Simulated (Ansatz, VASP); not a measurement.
# One calculation of TiN, two programs

```xyz
24
Lattice="5.9476 0.0000 0.0000 0.0000 5.9476 0.0000 0.0000 0.0000 22.2056" Properties=species:S:1:pos:R:3 pbc="T T T"
Ti    1.4869    1.4869    8.0000
Ti    1.4869    4.4607    8.0000
Ti    4.4607    1.4869    8.0000
Ti    4.4607    4.4607    8.0000
Ti    2.9738    3.0229   10.0784
Ti    2.9738   -0.0490   10.0784
Ti    0.0000    3.0039   10.0496
Ti    0.0000   -0.0301   10.0496
Ti    4.5324    4.4607   12.2106
Ti    4.4491    1.4869   12.0300
Ti    1.4152    4.4607   12.2106
Ti    1.4985    1.4869   12.0300
N     2.9738    2.9738    8.0000
N     2.9738    0.0000    8.0000
N     0.0000    2.9738    8.0000
N     0.0000    0.0000    8.0000
N     4.4598    4.4607   10.0901
N     4.4506    1.4869   10.0316
N     1.4879    4.4607   10.0901
N     1.4970    1.4869   10.0316
N     0.0000    0.0812   12.0825
N     0.0000    2.8926   12.0825
N     2.9738   -0.0014   12.2501
N     2.9738    2.9752   12.2501
```

Alike in both runs: task single point; functional PBE; dispersion D3(BJ); k mesh 3 × 3 × 1; occupations gaussian, width 0.1 eV; no spin polarisation.

|  | VASP | Ansatz |
| --- | --- | --- |
| version | VASP 6.6.1 | Ansatz 0.2.0 |
| potentials or method | VASP PAW PBE potentials, release 64 (Ti_sv, N), cutoff 520 eV | scalar-relativistic, plane waves, PAW |
| valence electrons in the cell | 204 | 204 |

```csv
,VASP,Ansatz,Ansatz less VASP
rms of the force components (eV/Å),0.750,0.750,+0.0001
```
